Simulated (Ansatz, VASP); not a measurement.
One calculation of Ir, two programs

```
Ir
1.0
     4.37961    0.00000    0.00000
    -2.18980    3.79285    0.00000
     0.00000    0.00000    2.70451
Ir
3
Direct
  0.00000 0.00000 0.00000
  0.33333 0.66667 0.50000
  0.66667 0.33333 0.50000
```

Alike in both runs: functional PBE; k mesh 9 × 9 × 12; occupations fermi-dirac, width 0.1 eV; no spin polarisation.

Ansatz relaxed the structure, and its values are those at the end. VASP's run is a single point on that final structure, the one shown.

|  | VASP | Ansatz |
| --- | --- | --- |
| version | VASP 6.6.1 | Ansatz 0.2.0 |
| potentials or method | VASP PAW PBE potentials, release 64 (Ir), cutoff 520 eV | plane waves (420 eV) with PAW, scalar-relativistic |
| valence electrons in the cell | 27 | 51 |

```tsv
	VASP	Ansatz	Ansatz less VASP
pressure (GPa)	0.3	0.0	-0.39
```

With one functional, cell and mesh, what is left measures potentials, basis and numerics. VASP's potentials hold 27 valence electrons a cell and Ansatz's 51, so a difference there can come from the potentials and not from the codes.

Neither program's run includes spin-orbit coupling.
